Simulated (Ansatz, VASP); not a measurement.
# In: VASP beside Ansatz

```
In
1.0
     3.22540    0.00000    0.00000
    -1.61270    2.79328    0.00000
     0.00000    0.00000    5.24585
In
2
Direct
  0.33333 0.66667 0.25000
  0.66667 0.33333 0.75000
```

Alike in both runs: task single point; functional PBEsol; k mesh 12 × 12 × 7; occupations fermi-dirac, width 0.1 eV; no spin polarisation.

```csv
,VASP,Ansatz
version,VASP 6.6.1,Ansatz 0.2.0
potentials or method,"VASP PAW PBE potentials, release 64 (In_d), cutoff 520 eV","plane waves (420 eV) with PAW, scalar-relativistic"
valence electrons in the cell,26,26
```

Ansatz gave:

* pressure (GPa): 4.6
* traceless stress, the component that is largest in VASP (GPa): -0.47

Problem. Estimate VASP's values.

Solution. Pressure (GPa): 4.5; traceless stress, the component that is largest in VASP (GPa): -0.47.

VASP's potentials were made for PBE, not for PBEsol, and Ansatz warns of the same on its side. With one functional, cell and mesh, what is left measures potentials, basis and numerics.
